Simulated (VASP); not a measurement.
# AlGa3AsP3 (P1) in VASP: single point with PBEsol

Aim: the single point of AlGa3AsP3 with PBEsol.

All numbers are computed with VASP 6.6.1; they aren't measurements. Logs are shortened: lines on timing, memory, paths and dates and some standing lists are left out, and cuts for length are marked.

## 1. The cell of the first run

The typed cell holds 64 atoms: a = 11.000 Å, b = 11.000 Å, c = 11.000 Å, α = 90.00°, β = 90.00°, γ = 90.00°.

## 2. Single point, PBEsol

Contents of INCAR:

```
SYSTEM = AlGa3AsP3
PREC = Accurate
ENCUT = 500
EDIFF = 1E-6
ISMEAR = -1
SIGMA = 0.05
LREAL = Auto
LASPH = .True.
NELM = 120
ALGO = Normal
ISIF = 2
LWAVE = .False.
LCHARG = .True.
GGA = PS
LELF = .True.
LVHAR = .True.
ISYM = -1
NBANDS = 286
GGA_COMPAT = .False.
```

Contents of KPOINTS:

```
explicit points
1
Reciprocal
  0.25000000   0.25000000   0.25000000 1
```

Contents of POSCAR:

```
AlGa3AsP3
1.0
   10.9999252301      0.0000000000      0.0000000000
    0.0000000000     10.9999252301      0.0000000000
    0.0000000000      0.0000000000     10.9999252301
Ga Al As P
24 8 8 24
Direct
    0.9992400000      0.0001830000      0.9929050000
    0.9973230000      0.0035850000      0.5033320000
    0.9970790000      0.4961620000      0.9969450000
    0.5006350000      0.0017430000      0.0005990000
    0.5015360000      0.4993710000      0.4934270000
    0.2537080000      0.2539390000      0.9967510000
    0.2500710000      0.2423150000      0.4997640000
    0.2493200000      0.7582000000      0.0000790000
    0.2532890000      0.7468910000      0.5044060000
    0.7503160000      0.2484810000      0.0006550000
    0.7489230000      0.2511190000      0.5007310000
    0.7535860000      0.7544290000      0.4968380000
    0.2567070000      0.0005690000      0.2497560000
    0.2497770000      0.0012080000      0.7500130000
    0.2567480000      0.4999880000      0.2499740000
    0.2431560000      0.5005810000      0.7505550000
    0.7458660000      0.0044550000      0.2528590000
    0.7501910000      0.4996230000      0.2498270000
    0.7527430000      0.4965120000      0.7526900000
    0.9934200000      0.2503370000      0.2492460000
    0.9966170000      0.7472050000      0.2526840000
    0.0001860000      0.7507260000      0.7493520000
    0.5011060000      0.2499690000      0.2496870000
    0.5044460000      0.2469640000      0.7528630000
    0.9957990000      0.5031820000      0.5034820000
    0.5004840000      0.0003440000      0.4997590000
    0.5037840000      0.4960450000      0.0028760000
    0.7457450000      0.7456500000      0.9957220000
    0.7496090000      0.0001140000      0.7493860000
    0.9996050000      0.2493790000      0.7492870000
    0.5014980000      0.7504990000      0.2490860000
    0.4995020000      0.7573290000      0.7491800000
    0.1254590000      0.1256820000      0.1229710000
    0.1250770000      0.6242810000      0.1236790000
    0.6266970000      0.6259540000      0.6242820000
    0.3752500000      0.3738670000      0.6251080000
    0.8715430000      0.8754220000      0.1235420000
    0.3754040000      0.6257830000      0.8760400000
    0.1244740000      0.3750250000      0.3759550000
    0.1259890000      0.8751520000      0.3769990000
    0.1245270000      0.1242280000      0.6264300000
    0.1231750000      0.6258550000      0.6255760000
    0.6241380000      0.1262800000      0.1248060000
    0.6257620000      0.1245440000      0.6243730000
    0.6253730000      0.6233990000      0.1259360000
    0.3776840000      0.3736950000      0.1253670000
    0.3780270000      0.8764100000      0.1244300000
    0.3742050000      0.8782840000      0.6247570000
    0.8722270000      0.3749310000      0.1237050000
    0.8743560000      0.3740030000      0.6257620000
    0.8752060000      0.8759310000      0.6256320000
    0.3781330000      0.1249570000      0.3744110000
    0.3761170000      0.1247510000      0.8748160000
    0.3770630000      0.6265880000      0.3746380000
    0.8724330000      0.1262120000      0.3766000000
    0.8736330000      0.1258070000      0.8730060000
    0.8727140000      0.6243660000      0.3753870000
    0.8757700000      0.6241450000      0.8734420000
    0.1233150000      0.3734470000      0.8740000000
    0.1245550000      0.8763800000      0.8719570000
    0.6262200000      0.3738250000      0.3728290000
    0.6272990000      0.3727220000      0.8764360000
    0.6244460000      0.8760590000      0.3748370000
    0.6247210000      0.8775350000      0.8753200000
```

Potentials or basis: VASP PAW PBE potentials, release 64 (Ga_d, Al, As, P).

Started as:

```sh
cat potpaw_PBE.64/Ga_d/POTCAR potpaw_PBE.64/Al/POTCAR potpaw_PBE.64/As/POTCAR potpaw_PBE.64/P/POTCAR > POTCAR
mpirun -np 1 vasp_std > vasp.out
```

OUTCAR:

```text
SYSTEM = AlGa3AsP3
   PREC = Accurate
   ENCUT = 500
   EDIFF = 1E-6
   ISMEAR = -1
   LREAL = Auto
   LASPH = .True.
   NELM = 120
   ISIF = 2
   GGA = PS
   ISYM = -1

 ion  position               nearest neighbor table
   1  0.999  0.000  0.993-  60 2.35  56 2.36  33 2.42  37 2.43
   2  0.997  0.004  0.503-  41 2.36  51 2.36  55 2.38  40 2.44
   3  0.997  0.496  0.997-  59 2.36  58 2.37  49 2.37  34 2.43
   4  0.501  0.002  0.001-  47 2.36  43 2.36  53 2.37  64 2.37
   5  0.502  0.499  0.493-  54 2.35  61 2.36  35 2.43  36 2.44
   6  0.254  0.254  0.997-  46 2.37  59 2.37  53 2.37  33 2.43
[... 56 lines left out ...]
  63  0.624  0.876  0.375-  17 2.36  12 2.37  26 2.37  31 2.38
  64  0.625  0.878  0.875-  32 2.36  29 2.37   4 2.37  28 2.37

IMPORTANT INFORMATION: All symmetrisations will be switched off!
NOSYMM: (Re-)initialisation of all symmetry stuff for point group C_1.

----------------------------------------------------------------------------------------

                                     Primitive cell

  volume of cell :    1330.9729

  direct lattice vectors                    reciprocal lattice vectors
    10.999925230  0.000000000  0.000000000     0.090909709  0.000000000  0.000000000
     0.000000000 10.999925230  0.000000000     0.000000000  0.090909709  0.000000000
     0.000000000  0.000000000 10.999925230     0.000000000  0.000000000  0.090909709

  length of vectors
    10.999925230 10.999925230 10.999925230     0.090909709  0.090909709  0.090909709

  position of ions in fractional coordinates (direct lattice)
     0.999240000  0.000183000  0.992905000
     0.997323000  0.003585000  0.503332000
     0.997079000  0.496162000  0.996945000
     0.500635000  0.001743000  0.000599000
     0.501536000  0.499371000  0.493427000
     0.253708000  0.253939000  0.996751000
[... 56 lines left out ...]
     0.624446000  0.876059000  0.374837000
     0.624721000  0.877535000  0.875320000

  ion indices of the primitive-cell ions
   primitive index   ion index
                 1           1
                 2           2
                 3           3
                 4           4
                 5           5
                 6           6
[... 56 lines left out ...]
                63          63
                64          64

----------------------------------------------------------------------------------------

 KPOINTS: explicit points

Read explicit list of k-points.

 Found      1 k-points:

 Following reciprocal coordinates:
            Coordinates               Weight
  0.250000  0.250000  0.250000      1.000000
   k-points           NKPTS =      1   k-points in BZ     NKDIM =      1   number of bands    NBANDS=    286
   number of dos      NEDOS =    301   number of ions     NIONS =     64
   total plane-waves  NPLWV = 512000
   dimension x,y,z NGX =    80 NGY =   80 NGZ =   80
   dimension x,y,z NGXF=   160 NGYF=  160 NGZF=  160
   ions per type =              24   8   8  24
   NGX,Y,Z   is equivalent  to a cutoff of  12.09, 12.09, 12.09 a.u.
   NGXF,Y,Z  is equivalent  to a cutoff of  24.18, 24.18, 24.18 a.u.
 SYSTEM =  AlGa3AsP3
   PREC   = accura    normal or accurate (medium, high low for compatibility)
   ISTART =      0    job   : 0-new  1-cont  2-samecut
   ICHARG =      2    charge: 1-file 2-atom 10-const
   ISPIN  =      1    spin polarized calculation?
   LNONCOLLINEAR =      F non collinear calculations
   LSORBIT =      F    spin-orbit coupling
   LASPH  =      T    aspherical Exc in radial PAW
   ENCUT  =  500.0 eV  36.75 Ry    6.06 a.u.  20.06 20.06 20.06*2*pi/ulx,y,z
   NELM   =    120;   NELMIN=  2; NELMDL= -5     # of ELM steps
   EDIFF  = 0.1E-05   stopping-criterion for ELM
   LREAL  =      T    real-space projection
   EDIFFG = 0.1E-04   stopping-criterion for IOM
   NSW    =      0    number of steps for IOM
   IBRION =     -1    ionic relax: 0-MD 1-quasi-New 2-CG
   NFREE  =      0    steps in history (QN), initial steepest desc. (CG)
   ISIF   =      2    stress and relaxation
   ISYM   =     -1    0-nonsym 1-usesym 2-fastsym
   POTIM  = 0.5000    time-step for ionic-motion
   TEBEG  =    0.0;   TEEND  =   0.0 temperature during run
   PSTRESS=    0.0 pullay stress
   NELECT =     496.0000    total number of electrons
   NUPDOWN=      -1.0000    fix difference up-down
   EMIN   =  10.00;   EMAX   =-10.00  energy-range for DOS
   EFERMI =   0.00;   METHOD = LEGACY
   ISMEAR =    -1;   SIGMA  =   0.05  broadening in eV -4-tet -1-fermi 0-gaus
   EFERMI_NEDOS =   21; number of points for ismear=-14 and -15
   IALGO  =     38    algorithm
   IMIX   =      4    mixing-type and parameters
     AMIX     =   0.40;   BMIX     =  1.00
     AMIX_MAG =   1.60;   BMIX_MAG =  1.00
  volume/ion in A,a.u.               =      20.80       140.34
  Fermi-wavevector in a.u.,A,eV,Ry     =   1.178091  2.226270 18.883517  1.387899
  Thomas-Fermi vector in A             =   2.314426
   LORBIT       =      0    0 simple, 1 ext, 2 COOP (PROOUT), +10 PAW based schemes
   GGA     = PS    functional components
   LHFCALC =     F    Hartree Fock is set to
   AEXX    =    0.0000 exact exchange contribution
   IVDW    =     0    specifies the selected vdW correction
   LEPSILON=     F    determine dielectric tensor
   LRPA    =     F    only Hartree local field effects (RPA)
 non-spin polarized calculation
  energy-cutoff  :      500.00
  volume of cell :     1330.97
 maximum number of plane-waves:     33806
 NGX is ok and might be reduce to    80
   NGX = 41   NGY = 41   NGZ = 41

 number of electron     496.0000139 magnetization

 Free energy of the ion-electron system (eV)
  ---------------------------------------------------
  ext. energy  EPLUGINS =         0.00000000
  ---------------------------------------------------
  free energy    TOTEN  =      -318.91267572 eV

  energy without entropy =     -318.91267566  energy(sigma->0) =     -318.91267569

 E-fermi :   5.1338     XC(G=0):  -9.8085

 val. band max:        4.2076852703   @ k =   0.2500   0.2500   0.2500
 cond. band min:       6.0703306943   @ k =   0.2500   0.2500   0.2500
 fundamental gap:      1.8626454240
 Fermi energy:         5.1337863934

 k-point     1 :       0.2500    0.2500    0.2500
  band No.  band energies     occupation
      1     -10.2341      2.00000
      2     -10.2323      2.00000
      3     -10.2298      2.00000
      4     -10.2248      2.00000
      5     -10.2202      2.00000
      6     -10.2146      2.00000
[... 252 lines left out ...]
    259       6.9425      0.00000
    260       6.9603      0.00000
 [bands above 260 left out]

------------------------ aborting loop because EDIFF is reached ----------------------------------------

  FORCE on cell =-STRESS in cart. coord.  units (eV):
  Direction    XX          YY          ZZ          XY          YZ          ZX
  --------------------------------------------------------------------------------------
  -------------------------------------------------------------------------------------
  Total        0.2121139      0.3015634      0.2215734     -6.0366614     -5.9992285     -6.0189724
  in kB        0.2553351      0.3630112      0.2667221     -7.2667162     -7.2216558     -7.2454228
  external PRESSURE =       0.2950228 kB  Pullay stress =       0.0000000 kB

 VOLUME and BASIS-vectors are now :
 -----------------------------------------------------------------------------
  energy-cutoff  :      500.00
  volume of cell :     1330.97
      direct lattice vectors                 reciprocal lattice vectors
    10.999925230  0.000000000  0.000000000     0.090909709  0.000000000  0.000000000
     0.000000000 10.999925230  0.000000000     0.000000000  0.090909709  0.000000000
     0.000000000  0.000000000 10.999925230     0.000000000  0.000000000  0.090909709

 POSITION                                       TOTAL-FORCE (eV/Angst)
 -----------------------------------------------------------------------------------
     10.99157      0.00201     10.92188         0.008092      0.006933     -0.010922
     10.97048      0.03943      5.53661        -0.011121      0.006867      0.015944
     10.96779      5.45774     10.96632        -0.002495     -0.000635     -0.006656
      5.50695      0.01917      0.00659         0.006874     -0.002746      0.002396
      5.51686      5.49304      5.42766        -0.001053      0.008165     -0.015713
      2.79077      2.79331     10.96419         0.011540      0.006627     -0.000491
[... 56 lines left out ...]
      6.86886      9.63658      4.12318         0.015372      0.013242     -0.005913
      6.87188      9.65282      9.62845        -0.008323      0.010415      0.004519
 -----------------------------------------------------------------------------------
    total drift:                                0.002907     -0.006713      0.008106

  FREE ENERGIE OF THE ION-ELECTRON SYSTEM (eV)
  ---------------------------------------------------
  free  energy   TOTEN  =      -318.9126757237 eV

  energy  without entropy=     -318.9126756645  energy(sigma->0) =     -318.91267569
```

It took 11 min on 1 thread of Intel Xeon Platinum 8375C at 2.90GHz (Ice Lake), shared host; peak memory 1.1 GiB.

Results:

* Free energy: -318.9127 eV
* Pressure: 0.0 GPa
* Largest force: 0.039 eV/Å
* Band gap on the k mesh: 1.86 eV

Forces in eV/Å, atoms in the order of the input:
```
Ga   0.008  0.007 -0.011
Ga  -0.011  0.007  0.016
Ga  -0.002 -0.001 -0.007
Ga   0.007 -0.003  0.002
Ga  -0.001  0.008 -0.016
Ga   0.012  0.007  0.000
Ga   0.006 -0.004  0.010
Ga   0.020  0.015 -0.007
Ga   0.007  0.001  0.007
Ga  -0.008  0.020 -0.004
Ga   0.005 -0.009 -0.014
Ga  -0.012 -0.008 -0.005
Ga   0.033  0.005 -0.006
Ga  -0.002  0.000  0.002
Ga   0.029 -0.002 -0.004
Ga  -0.015 -0.013 -0.009
Ga   0.009  0.005  0.006
Ga   0.000 -0.001  0.004
Ga   0.003 -0.016  0.013
Ga  -0.021  0.001  0.002
Ga  -0.014 -0.001  0.009
Ga   0.005  0.000  0.010
Ga  -0.012 -0.006 -0.002
Ga   0.006 -0.002  0.012
Al  -0.009 -0.002  0.007
Al  -0.005  0.005  0.003
Al   0.010 -0.014  0.004
Al  -0.018 -0.012 -0.009
Al   0.003  0.003  0.011
Al  -0.002  0.002 -0.002
Al  -0.006 -0.012  0.000
Al  -0.001  0.016  0.006
As  -0.003 -0.002 -0.025
As  -0.014 -0.020 -0.004
As   0.032  0.007 -0.018
As  -0.011 -0.026 -0.001
As  -0.007 -0.016 -0.006
As  -0.027  0.021  0.015
As  -0.006  0.002  0.008
As   0.002 -0.011  0.020
P    0.006 -0.009 -0.004
P   -0.004  0.017  0.017
P   -0.009  0.004  0.011
P    0.002  0.009 -0.007
P    0.007 -0.005  0.004
P    0.011 -0.003  0.005
P   -0.011  0.029  0.005
P   -0.010 -0.016 -0.007
P    0.000 -0.011  0.001
P   -0.010  0.001  0.008
P    0.024  0.013 -0.005
P   -0.001 -0.017 -0.012
P    0.014  0.004 -0.008
P    0.006 -0.011  0.010
P   -0.027  0.017  0.023
P   -0.001 -0.010  0.014
P   -0.011  0.013 -0.005
P    0.003 -0.015 -0.013
P   -0.009  0.020 -0.009
P   -0.006  0.010 -0.020
P    0.005  0.004 -0.013
P    0.025 -0.021 -0.008
P    0.015  0.013 -0.006
P   -0.008  0.010  0.005
```

Stress tensor (GPa, compression positive):
```
 0.03 -0.73 -0.72
-0.73  0.04 -0.72
-0.72 -0.72  0.03
```

Caveat: the PAW data sets were made with another functional, which shifts forces and pressure a little; a shifted mesh leaves out Γ, where band edges can lie.
